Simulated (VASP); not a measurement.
Runs of VASP 6.6.1 on NaCl. The structure is that of space group Fm-3m (No. 225), or close to it. The cells are those of the table. 

```csv
task,level,cell,cutoff (eV),gap on the mesh (eV),pressure (GPa),relaxed volume (Å³/atom)
single point,PBE+D4,"a = 3.986 Å, angles 60.0°, 2 atoms",520,5.11,0.0,-
relaxation of cell and atoms,PBE+D3(BJ),"relaxed from a = 3.974 Å, angles 60.0°, 2 atoms",600,5.20,-0.3,21.93
relaxation of cell and atoms,PBE+D4,"relaxed from a = 3.974 Å, angles 60.0°, 2 atoms",600,5.15,0.2,-
single point,RPBE,"a = 4.131 Å, angles 60.0°, 2 atoms",520,5.05,0.0,-
single point,r2SCAN+rVV10,"a = 3.936 Å, angles 60.0°, 2 atoms",520,6.00,-0.2,-
single point,PBE+D3(BJ),"a = 3.944 Å, angles 60.0°, 2 atoms",520,5.24,0.0,-
relaxation of cell and atoms,r2SCAN+rVV10,"relaxed from a = 3.974 Å, angles 60.0°, 2 atoms",600,6.01,-0.2,21.56
relaxation of cell and atoms,RPBE,"relaxed from a = 3.974 Å, angles 60.0°, 2 atoms",600,(a),0.1,(b)
```

Alike in all rows: potentials or basis VASP PAW PBE potentials, release 64 (Na_pv, Cl); no spin polarisation; k mesh 5 × 5 × 5; smearing gaussian 0.01 eV.

Q: Estimate the missing entries.

A: (a) 5.04; (b) 24.96.

Caveats: the PAW data sets were made with another functional, which shifts forces and pressure a little (some runs); the relaxation stopped at its first step, so nothing moved (some runs); the volume moved by +12 % from the deposited cell, more than functionals usually miss (some runs).

